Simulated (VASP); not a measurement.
Input of a VASP 6.6.1 run:

The input INCAR:

```
SYSTEM = Tl
ALGO = Normal
DIPOL = 0.5 0.5 0.500
EDIFF = 1E-7
ENCUT = 520
GGA = PE
IDIPOL = 3
ISIF = 2
ISMEAR = 0
LASPH = .TRUE.
LCHARG = .FALSE.
LDIPOL = .TRUE.
LREAL = .FALSE.
LWAVE = .FALSE.
NBANDS = 20
NELM = 100
PREC = Accurate
SIGMA = 0.1
```

File KPOINTS:

```
k-points
0
G
  6 6 1
  0 0 0
```

The input POSCAR:

```
Tl
1.0
    5.5988690000      0.0000000000      0.0000000000
   -2.7994340000      4.8487620000      0.0000000000
    0.0000000000      0.0000000000     14.0000000000
Tl
2
Direct
    0.6666666700      0.3333333300      0.5000000000
    0.3333333300      0.6666666700      0.5000000000
```

Potentials or basis: VASP PAW PBE potentials, release 64 (Tl_d).

Run with:

```bash
$ cat potpaw_PBE.64/Tl_d/POTCAR > POTCAR
$ mpirun -np 1 vasp_std > vasp.out
```

Task: Predict the band gap on the k mesh.

Result: 0.22 eV, indirect (least direct gap 0.37 eV).

Caveat: spin-orbit coupling is left out, which moves the levels of the heavy elements.
